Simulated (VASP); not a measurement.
A run of VASP 6.6.1 is set up as follows.

Contents of INCAR:

```
PREC = Accurate
ENCUT = 520
EDIFF = 1E-7
ISMEAR = 0
SIGMA = 0.1
LREAL = F
LASPH = T
NELM = 100
ALGO = Normal
ISIF = 2
LWAVE = F
LCHARG = F
LDIPOL = T
IDIPOL = 3
DIPOL = 0.5 0.5 0.294
GGA = PE
NBANDS = 16
```

File KPOINTS:

```
regular mesh
0
Gamma
  12 12 1
```

The input POSCAR:

```
Te
1.0
    6.0447729733      0.0000000000      0.0000000000
   -3.0223864866      5.2349269550      0.0000000000
    0.0000000000      0.0000000000     23.8000000000
Te
3
Direct
    0.5000000000      0.0000000000      0.2941176471
    0.0000000000      0.5000000000      0.2941176471
    0.5000000000      0.5000000000      0.2941176471
```

Potentials or basis: VASP PAW PBE potentials, release 64 (Te).

Command:

```console
$ cat potpaw_PBE.64/Te/POTCAR > POTCAR
$ mpirun -np 1 vasp_std > vasp.out
```

Task: Predict the band gap on the k mesh.

Result: Zero (band 9 reaches -3.71 eV, above the bottom of band 10 at -4.62 eV).

Caveat: spin-orbit coupling is left out, which moves the levels of the heavy elements.
